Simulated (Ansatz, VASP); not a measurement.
**NbH2: VASP beside Ansatz**

Contents of INCAR:

```
SYSTEM = NbH2
PREC = Accurate ; ENCUT = 520
EDIFF = 1E-6 ; ISMEAR = 0
SIGMA = 0.15 ; LREAL = .FALSE.
LASPH = .TRUE. ; NELM = 60
ALGO = Normal ; ISIF = 2
LWAVE = .FALSE. ; LCHARG = .FALSE.
GGA = PS ; NBANDS = 14
```

KPOINTS

```
Automatic mesh
0
G
  18 18 18
  0 0 0
```

Contents of POSCAR:

```
NbH2
1.0
    0.0000000000      2.2815000000      2.2815000000
    2.2815000000      0.0000000000      2.2815000000
    2.2815000000      2.2815000000      0.0000000000
Nb H
1 2
Direct
    0.0000000000      0.0000000000      0.0000000000
    0.2938308131      0.2938308131      0.2061691869
    0.7938308131      0.7938308131      0.7061691869
```

Input for Ansatz:

```yaml
crystal:
  lattice:
    - [0.0, 2.2815, 2.2815]
    - [2.2815, 0.0, 2.2815]
    - [2.2815, 2.2815, 0.0]
  atoms:
    - { symbol: Nb, position: [0.0, 0.0, 0.0] }
    - { symbol: H, position: [0.2938308131, 0.2938308131, 0.2061691869] }
    - { symbol: H, position: [0.7938308131, 0.7938308131, 0.7061691869] }
basis:
  ecutwfc: 420
kpoints:
  mp_grid: { grid: [18, 18, 18] }
hamiltonian:
  xc: pbesol
scf:
  occupations: { method: gaussian, width: 0.15 }
output:
  forces: true
  stress: true
  eigenvalues: true
```

Change from the starting cell: all H atoms moved -0.200 Å, as atom 2 towards its neighbour atom 3 (H) at 2.281 Å.

Alike in both runs: task single point; functional PBEsol; k mesh 18 × 18 × 18; occupations gaussian, width 0.15 eV; no spin polarisation.

```csv
,VASP,Ansatz
version,VASP 6.6.1,Ansatz 0.2.0
potentials or method,"VASP PAW PBE potentials, release 64 (Nb_sv, H), cutoff 520 eV","scalar-relativistic, plane waves, PAW"
valence electrons in the cell,15,15
```

|  | VASP | Ansatz | Ansatz less VASP |
| --- | --- | --- | --- |
| gap on the k mesh at the Fermi level (eV) | none | none | - |
| pressure (GPa) | -3.1 | -2.6 | +0.49 |
| traceless stress, the component that is largest in VASP (GPa) | -2.49 | -2.50 | -0.010 |
| rms of the force components (eV/Å) | 0.701 | 0.701 | +0.0003 |

VASP's potentials were made for PBE, not for PBEsol. Atom by atom the forces differ by 0.000 eV/Å (rms over components). A gap of «none» marks a metal or a gap that the smearing closes. With one functional, cell and mesh, what is left measures potentials, basis and numerics.
